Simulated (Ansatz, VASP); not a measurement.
## One calculation of CsPbCl3, two programs

File INCAR:

```
ALGO = Normal
EDIFF = 1E-6
ENCUT = 520
GGA = PS
ISIF = 2
ISMEAR = 0
LASPH = T
LCHARG = F
LREAL = F
LWAVE = F
NBANDS = 30
NELM = 60
PREC = Accurate
SIGMA = 0.05
```

Contents of KPOINTS:

```
k-points
0
Gamma
  6 6 6
```

POSCAR

```
CsPbCl3
1.0
    5.3247500000      0.0000000000      0.0000000000
    0.0000000000      5.3247500000      0.0000000000
    0.0000000000      0.0000000000      5.7451250000
Cs Pb Cl
1 1 3
Direct
    0.0000000000      0.0000000000      0.0000000000
    0.5000000000      0.5000000000      0.5000000000
    0.0000000000      0.5000000000      0.5000000000
    0.5000000000      0.0000000000      0.5000000000
    0.5000000000      0.5000000000      0.0000000000
```

Input for Ansatz:

```yaml
crystal:
  lattice:
    - [5.32475, 0.0, 0.0]
    - [0.0, 5.32475, 0.0]
    - [0.0, 0.0, 5.745125]
  atoms:
    - { symbol: Cs, position: [0.0, 0.0, 0.0] }
    - { symbol: Pb, position: [0.5, 0.5, 0.5] }
    - { symbol: Cl, position: [0.0, 0.5, 0.5] }
    - { symbol: Cl, position: [0.5, 0.0, 0.5] }
    - { symbol: Cl, position: [0.5, 0.5, 0.0] }
basis:
  ecutwfc: 420
kpoints:
  mp_grid: { grid: [6, 6, 6] }
hamiltonian:
  xc: pbesol
scf:
  occupations: { method: gaussian, width: 0.05 }
output:
  forces: true
  stress: true
  eigenvalues: true
```

Change from the starting cell: strain -0.050 along x and y, +0.025 along z, atoms carried along.

Alike in both runs: task single point; functional PBEsol; k mesh 6 × 6 × 6; occupations gaussian, width 0.05 eV; no spin polarisation.

|  | VASP | Ansatz |
| --- | --- | --- |
| version | VASP 6.6.1 | Ansatz 0.2.0 |
| potentials or method | VASP PAW PBE potentials, release 64 (Cs_sv, Pb_d, Cl), cutoff 520 eV | scalar-relativistic, plane waves, PAW |
| valence electrons in the cell | 44 | 44 |

|  | VASP | Ansatz | Ansatz less VASP |
| --- | --- | --- | --- |
| gap on the k mesh at the Fermi level (eV) | 0.93 | 0.92 | -0.006 |
| least direct gap on the mesh (eV) | 0.93 | 0.92 | -0.006 |
| pressure (GPa) | 3.0 | 3.0 | +0.03 |
| traceless stress, the component that is largest in VASP (GPa) | -3.37 | -3.36 | +0.007 |

VASP's potentials were made for PBE, not for PBEsol.

Spin-orbit coupling is off throughout.
